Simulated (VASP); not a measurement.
# InAs (F-43m) in VASP: single point with r2SCAN

Aim: the single point of InAs with r2SCAN.

Everything below comes from runs of VASP 6.6.1. Logs are shortened: lines on timing, memory, paths and dates and some standing lists are left out, and cuts for length are marked.

## (1) The cell of the first run

It takes space group F-43m (No. 216, cubic). The conventional cell has a = 5.984 Å, b = 5.984 Å, c = 5.984 Å, α = 90.00°, β = 90.00°, γ = 90.00°. In (site symmetry -43m) has 4 As at 2.59 Å within 3.4 Å. As (site symmetry -43m) has 4 In at 2.59 Å within 3.4 Å.

## (2) Single point, r2SCAN (26.79 Å³/atom)

Contents of POSCAR:

```
InAs
1.0
    0.0000000000      2.9922354926      2.9922354926
    2.9922354926      0.0000000000      2.9922354926
    2.9922354926      2.9922354926      0.0000000000
In As
1 1
Direct
    0.0000000000      0.0000000000      0.0000000000
    0.2500000000      0.2500000000      0.2500000000
```

Contents of INCAR.step1:

```
PREC = Accurate ; ENCUT = 560
ISMEAR = -1 ; SIGMA = 0.02
LREAL = False ; LASPH = True
NELM = 120 ; NBANDS = 21
GGA = PE ; ALGO = Normal
EDIFF = 1E-5 ; LWAVE = True
LCHARG = False ; GGA_COMPAT = False
```

Contents of INCAR.step2:

```
PREC = Accurate ; ENCUT = 560
EDIFF = 1E-6 ; ISMEAR = -1
SIGMA = 0.02 ; LREAL = False
LASPH = True ; NELM = 120
ALGO = Normal ; ISIF = 2
LWAVE = False ; LCHARG = False
METAGGA = R2SCAN ; LMIXTAU = True
NBANDS = 21 ; ISTART = 1
GGA_COMPAT = False
```

Contents of KPOINTS:

```
regular mesh
0
Gamma
  6 6 6
```

Potentials or basis: VASP PAW PBE potentials, release 64 (In_d, As_d).

Command:

```sh
> cat potpaw_PBE.64/In_d/POTCAR potpaw_PBE.64/As_d/POTCAR > POTCAR
> cp INCAR.step1 INCAR
> mpirun -np 1 vasp_std > vasp.out
> cp INCAR.step2 INCAR
> mpirun -np 1 vasp_std > vasp.out
```

OUTCAR:

```text
PREC = Accurate
   ENCUT = 560
   EDIFF = 1E-6
   ISMEAR = -1
   LREAL = False
   LASPH = True
   NELM = 120
   ISIF = 2
   METAGGA = R2SCAN
   ISTART = 1

 ion  position               nearest neighbor table
   1  0.000  0.000  0.000-   2 2.59   2 2.59   2 2.59   2 2.59
   2  0.250  0.250  0.250-   1 2.59   1 2.59   1 2.59   1 2.59

  LATTYP: Found a face centered cubic cell.
 ALAT       =     5.9844709852

  Lattice vectors:

 A1 = (   0.0000000000,   2.9922354926,   2.9922354926)
 A2 = (   2.9922354926,   0.0000000000,   2.9922354926)
 A3 = (   2.9922354926,   2.9922354926,   0.0000000000)

Analysis of symmetry for initial positions (statically):
=====================================================================
 Subroutine PRICEL returns:
 Original cell was already a primitive cell.

 Routine SETGRP: Setting up the symmetry group for a
 face centered cubic supercell.

 Subroutine GETGRP returns: Found 24 space group operations
 (whereof 24 operations were pure point group operations)
 out of a pool of 48 trial point group operations.

The static configuration has the point symmetry T_d .

Analysis of symmetry for dynamics (positions and initial velocities):
=====================================================================
 Subroutine PRICEL returns:
 Original cell was already a primitive cell.

 Routine SETGRP: Setting up the symmetry group for a
 face centered cubic supercell.

 Subroutine GETGRP returns: Found 24 space group operations
 (whereof 24 operations were pure point group operations)
 out of a pool of 48 trial point group operations.

The dynamic configuration has the point symmetry T_d .

 Subroutine INISYM returns: Found 24 space group operations
 (whereof 24 operations are pure point group operations),
 and found     1 'primitive' translations

----------------------------------------------------------------------------------------

                                     Primitive cell

  volume of cell :      53.5818

  direct lattice vectors                    reciprocal lattice vectors
     0.000000000  2.992235493  2.992235493    -0.167099148  0.167099148  0.167099148
     2.992235493  0.000000000  2.992235493     0.167099148 -0.167099148  0.167099148
     2.992235493  2.992235493  0.000000000     0.167099148  0.167099148 -0.167099148

  length of vectors
     4.231660015  4.231660015  4.231660015     0.289424213  0.289424213  0.289424213

  position of ions in fractional coordinates (direct lattice)
     0.000000000  0.000000000  0.000000000
     0.250000000  0.250000000  0.250000000

  ion indices of the primitive-cell ions
   primitive index   ion index
                 1           1
                 2           2

----------------------------------------------------------------------------------------

 KPOINTS: regular mesh

Automatic generation of k-mesh.
 Grid dimensions read from file:
 generate k-points for:    6    6    6

 Generating k-lattice:

  Cartesian coordinates                     Fractional coordinates (reciprocal lattice)
    -0.027849858  0.027849858  0.027849858     0.166666667  0.000000000  0.000000000
     0.027849858 -0.027849858  0.027849858     0.000000000  0.166666667  0.000000000
     0.027849858  0.027849858 -0.027849858     0.000000000  0.000000000  0.166666667

  Length of vectors
     0.048237369  0.048237369  0.048237369

  Shift w.r.t. Gamma in fractional coordinates (k-lattice)
     0.000000000  0.000000000  0.000000000

 Subroutine IBZKPT returns following result:
 ===========================================

 Found     16 irreducible k-points:

 Following reciprocal coordinates:
            Coordinates               Weight
  0.000000  0.000000  0.000000      1.000000
  0.166667  0.000000  0.000000      8.000000
  0.333333  0.000000  0.000000      8.000000
  0.500000  0.000000  0.000000      4.000000
  0.166667  0.166667  0.000000      6.000000
  0.333333  0.166667  0.000000     24.000000
[... 8 lines left out ...]
 -0.333333  0.333333  0.166667     24.000000
 -0.333333  0.500000  0.166667     12.000000
   k-points           NKPTS =     16   k-points in BZ     NKDIM =     16   number of bands    NBANDS=     21
   number of dos      NEDOS =    301   number of ions     NIONS =      2
   total plane-waves  NPLWV =  46656
   dimension x,y,z NGX =    36 NGY =   36 NGZ =   36
   dimension x,y,z NGXF=    72 NGYF=   72 NGZF=   72
   ions per type =               1   1
   NGX,Y,Z   is equivalent  to a cutoff of  14.14, 14.14, 14.14 a.u.
   NGXF,Y,Z  is equivalent  to a cutoff of  28.29, 28.29, 28.29 a.u.
 SYSTEM =  unknown system
   PREC   = accura    normal or accurate (medium, high low for compatibility)
   ISTART =      1    job   : 0-new  1-cont  2-samecut
   ICHARG =      0    charge: 1-file 2-atom 10-const
   ISPIN  =      1    spin polarized calculation?
   LNONCOLLINEAR =      F non collinear calculations
   LSORBIT =      F    spin-orbit coupling
   LASPH  =      T    aspherical Exc in radial PAW
   ENCUT  =  560.0 eV  41.16 Ry    6.42 a.u.   8.17  8.17  8.17*2*pi/ulx,y,z
   NELM   =    120;   NELMIN=  2; NELMDL=  0     # of ELM steps
   EDIFF  = 0.1E-05   stopping-criterion for ELM
   LREAL  =      F    real-space projection
   EDIFFG = 0.1E-04   stopping-criterion for IOM
   NSW    =      0    number of steps for IOM
   IBRION =     -1    ionic relax: 0-MD 1-quasi-New 2-CG
   NFREE  =      0    steps in history (QN), initial steepest desc. (CG)
   ISIF   =      2    stress and relaxation
   ISYM   =      2    0-nonsym 1-usesym 2-fastsym
   POTIM  = 0.5000    time-step for ionic-motion
   TEBEG  =    0.0;   TEEND  =   0.0 temperature during run
   PSTRESS=    0.0 pullay stress
   NELECT =      28.0000    total number of electrons
   NUPDOWN=      -1.0000    fix difference up-down
   EMIN   =  10.00;   EMAX   =-10.00  energy-range for DOS
   EFERMI =   0.00;   METHOD = LEGACY
   ISMEAR =    -1;   SIGMA  =   0.02  broadening in eV -4-tet -1-fermi 0-gaus
   EFERMI_NEDOS =   21; number of points for ismear=-14 and -15
   IALGO  =     38    algorithm
   IMIX   =      4    mixing-type and parameters
     AMIX     =   0.40;   BMIX     =  1.00
     AMIX_MAG =   1.60;   BMIX_MAG =  1.00
  volume/ion in A,a.u.               =      26.79       180.79
  Fermi-wavevector in a.u.,A,eV,Ry     =   1.318626  2.491842 23.657475  1.738775
  Thomas-Fermi vector in A             =   2.448583
   LORBIT       =      0    0 simple, 1 ext, 2 COOP (PROOUT), +10 PAW based schemes
   METAGGA = R2SCAN    functional components
   LHFCALC =     F    Hartree Fock is set to
   AEXX    =    0.0000 exact exchange contribution
   IVDW    =     0    specifies the selected vdW correction
   LEPSILON=     F    determine dielectric tensor
   LRPA    =     F    only Hartree local field effects (RPA)
 non-spin polarized calculation
  energy-cutoff  :      560.00
  volume of cell :       53.58
 maximum number of plane-waves:      1639
 NGX is ok and might be reduce to    36
   NGX = 17   NGY = 17   NGZ = 17

 number of electron      27.9999992 magnetization

 Free energy of the ion-electron system (eV)
  ---------------------------------------------------
  ext. energy  EPLUGINS =         0.00000000
  ---------------------------------------------------
  free energy    TOTEN  =       -38.03215803 eV

  energy without entropy =      -38.03215780  energy(sigma->0) =      -38.03215792

 E-fermi :   4.1502     XC(G=0): -10.2539

 val. band max:        3.9318140129   @ k =   0.0000   0.0000   0.0000
 cond. band min:       4.3465718561   @ k =   0.0000   0.0000   0.0000
 fundamental gap:      0.4147578432
 Fermi energy:         4.1501790487

 k-point     1 :       0.0000    0.0000    0.0000
  band No.  band energies     occupation
      1     -31.7814      2.00000
      2     -31.7814      2.00000
      3     -31.7814      2.00000
      4     -31.7698      2.00000
      5     -31.7698      2.00000
      6     -10.9909      2.00000
[... 13 lines left out ...]
     20      14.2426      0.00000
     21      14.2426      0.00000

 k-point     2 :       0.1667    0.0000    0.0000
  band No.  band energies     occupation
      1     -31.7814      2.00000
      2     -31.7813      2.00000
      3     -31.7813      2.00000
      4     -31.7697      2.00000
      5     -31.7697      2.00000
      6     -11.0345      2.00000
[... 13 lines left out ...]
     20      13.0826      0.00000
     21      13.1781      0.00000

 k-point     3 :       0.3333    0.0000    0.0000
  band No.  band energies     occupation
      1     -31.7815      2.00000
      2     -31.7812      2.00000
      3     -31.7812      2.00000
      4     -31.7696      2.00000
      5     -31.7696      2.00000
      6     -11.1109      2.00000
[... 13 lines left out ...]
     20      13.6363      0.00000
     21      13.6363      0.00000

 k-point     4 :       0.5000    0.0000    0.0000
  band No.  band energies     occupation
      1     -31.7815      2.00000
      2     -31.7811      2.00000
      3     -31.7811      2.00000
      4     -31.7696      2.00000
      5     -31.7696      2.00000
      6     -11.1453      2.00000
[... 13 lines left out ...]
     20      15.4840      0.00000
     21      15.4840      0.00000

 k-point     5 :       0.1667    0.1667    0.0000
  band No.  band energies     occupation
      1     -31.7816      2.00000
      2     -31.7812      2.00000
      3     -31.7812      2.00000
      4     -31.7698      2.00000
      5     -31.7696      2.00000
      6     -11.0591      2.00000
[... 13 lines left out ...]
     20      14.1618      0.00000
     21      14.5588      0.00000

 k-point     6 :       0.3333    0.1667    0.0000
  band No.  band energies     occupation
      1     -31.7816      2.00000
      2     -31.7811      2.00000
      3     -31.7811      2.00000
      4     -31.7698      2.00000
      5     -31.7695      2.00000
      6     -11.1194      2.00000
[... 13 lines left out ...]
     20      14.7067      0.00000
     21      14.7533      0.00000

 k-point     7 :       0.5000    0.1667    0.0000
  band No.  band energies     occupation
      1     -31.7815      2.00000
      2     -31.7811      2.00000
      3     -31.7810      2.00000
      4     -31.7697      2.00000
      5     -31.7695      2.00000
      6     -11.1565      2.00000
[... 13 lines left out ...]
     20      15.1769      0.00000
     21      15.5954      0.00000

 k-point     8 :      -0.3333    0.1667    0.0000
  band No.  band energies     occupation
      1     -31.7814      2.00000
      2     -31.7812      2.00000
      3     -31.7811      2.00000
      4     -31.7696      2.00000
      5     -31.7696      2.00000
      6     -11.1431      2.00000
[... 13 lines left out ...]
     20      14.0335      0.00000
     21      15.4538      0.00000

 k-point     9 :      -0.1667    0.1667    0.0000
  band No.  band energies     occupation
      1     -31.7815      2.00000
      2     -31.7813      2.00000
      3     -31.7812      2.00000
      4     -31.7697      2.00000
      5     -31.7696      2.00000
      6     -11.0877      2.00000
[... 13 lines left out ...]
     20      13.7797      0.00000
     21      14.8057      0.00000

 k-point    10 :       0.3333    0.3333    0.0000
  band No.  band energies     occupation
      1     -31.7818      2.00000
      2     -31.7809      2.00000
      3     -31.7809      2.00000
      4     -31.7699      2.00000
      5     -31.7693      2.00000
      6     -11.1677      2.00000
[... 13 lines left out ...]
     20      15.4336      0.00000
     21      17.2130      0.00000

 k-point    11 :       0.5000    0.3333    0.0000
  band No.  band energies     occupation
      1     -31.7818      2.00000
      2     -31.7809      2.00000
      3     -31.7808      2.00000
      4     -31.7698      2.00000
      5     -31.7692      2.00000
      6     -11.1920      2.00000
[... 13 lines left out ...]
     20      15.9815      0.00000
     21      16.8315      0.00000

 k-point    12 :      -0.3333    0.3333    0.0000
  band No.  band energies     occupation
      1     -31.7815      2.00000
      2     -31.7811      2.00000
      3     -31.7809      2.00000
      4     -31.7697      2.00000
      5     -31.7694      2.00000
      6     -11.1771      2.00000
[... 13 lines left out ...]
     20      13.7897      0.00000
     21      17.5651      0.00000

 k-point    13 :       0.5000    0.5000    0.0000
  band No.  band energies     occupation
      1     -31.7820      2.00000
      2     -31.7807      2.00000
      3     -31.7807      2.00000
      4     -31.7699      2.00000
      5     -31.7691      2.00000
      6     -11.2135      2.00000
[... 13 lines left out ...]
     20      16.1742      0.00000
     21      17.0292      0.00000

 k-point    14 :       0.5000    0.3333    0.1667
  band No.  band energies     occupation
      1     -31.7816      2.00000
      2     -31.7811      2.00000
      3     -31.7809      2.00000
      4     -31.7697      2.00000
      5     -31.7694      2.00000
      6     -11.1610      2.00000
[... 13 lines left out ...]
     20      15.3902      0.00000
     21      16.8706      0.00000

 k-point    15 :      -0.3333    0.3333    0.1667
  band No.  band energies     occupation
      1     -31.7814      2.00000
      2     -31.7813      2.00000
      3     -31.7808      2.00000
      4     -31.7697      2.00000
      5     -31.7694      2.00000
      6     -11.1765      2.00000
[... 13 lines left out ...]
     20      15.6050      0.00000
     21      16.6300      0.00000

 k-point    16 :      -0.3333    0.5000    0.1667
  band No.  band energies     occupation
      1     -31.7817      2.00000
      2     -31.7810      2.00000
      3     -31.7807      2.00000
      4     -31.7698      2.00000
      5     -31.7692      2.00000
      6     -11.1951      2.00000
[... 13 lines left out ...]
     20      16.4873      0.00000
     21      16.6846      0.00000

------------------------ aborting loop because EDIFF is reached ----------------------------------------

  FORCE on cell =-STRESS in cart. coord.  units (eV):
  Direction    XX          YY          ZZ          XY          YZ          ZX
  --------------------------------------------------------------------------------------
  -------------------------------------------------------------------------------------
  Total        1.3675303      1.3675303      1.3675303     -0.0000000      0.0000000      0.0000000
  in kB       40.8912371     40.8912371     40.8912371     -0.0000000      0.0000000      0.0000000
  external PRESSURE =      40.8912371 kB  Pullay stress =       0.0000000 kB

 VOLUME and BASIS-vectors are now :
 -----------------------------------------------------------------------------
  energy-cutoff  :      560.00
  volume of cell :       53.58
      direct lattice vectors                 reciprocal lattice vectors
     0.000000000  2.992235493  2.992235493    -0.167099148  0.167099148  0.167099148
     2.992235493  0.000000000  2.992235493     0.167099148 -0.167099148  0.167099148
     2.992235493  2.992235493  0.000000000     0.167099148  0.167099148 -0.167099148

 POSITION                                       TOTAL-FORCE (eV/Angst)
 -----------------------------------------------------------------------------------
      0.00000      0.00000      0.00000        -0.000000     -0.000000     -0.000000
      1.49612      1.49612      1.49612         0.000000      0.000000      0.000000
 -----------------------------------------------------------------------------------
    total drift:                                0.000000      0.000000      0.000000

  FREE ENERGIE OF THE ION-ELECTRON SYSTEM (eV)
  ---------------------------------------------------
  free  energy   TOTEN  =       -38.0321580309 eV

  energy  without entropy=      -38.0321578019  energy(sigma->0) =      -38.03215792
```

It took 3 min on 1 thread of AMD EPYC 7R43 (Zen 3), shared host; peak memory 0.18 GiB.

What came out:

```
Free energy            : -38.0322 eV
Pressure               : 4.1 GPa
Band gap on the k mesh : 0.41 eV
```

Levels at points of the mesh, in eV from the valence-band top:
```
           k point  band 12  band 13  band 14  band 15  band 16  band 17
(0.00, 0.00, 0.00)     0.00     0.00     0.00     0.41     4.29     4.29
(0.50, 0.00, 0.00)    -6.05    -1.06    -1.06     1.40     5.06     5.06
(0.50, 0.50, 0.00)    -6.08    -2.51    -2.51     1.77     2.36    10.07
```

Caveat: the cell stands under pressure; semilocal functionals underestimate gaps, and a narrow one can read as zero; the PAW data sets were made with another functional, which shifts forces and pressure a little; spin-orbit coupling is left out, which moves the levels of the heavy elements. r2SCAN opens gaps a little over a GGA but as a rule still falls short of measured ones.
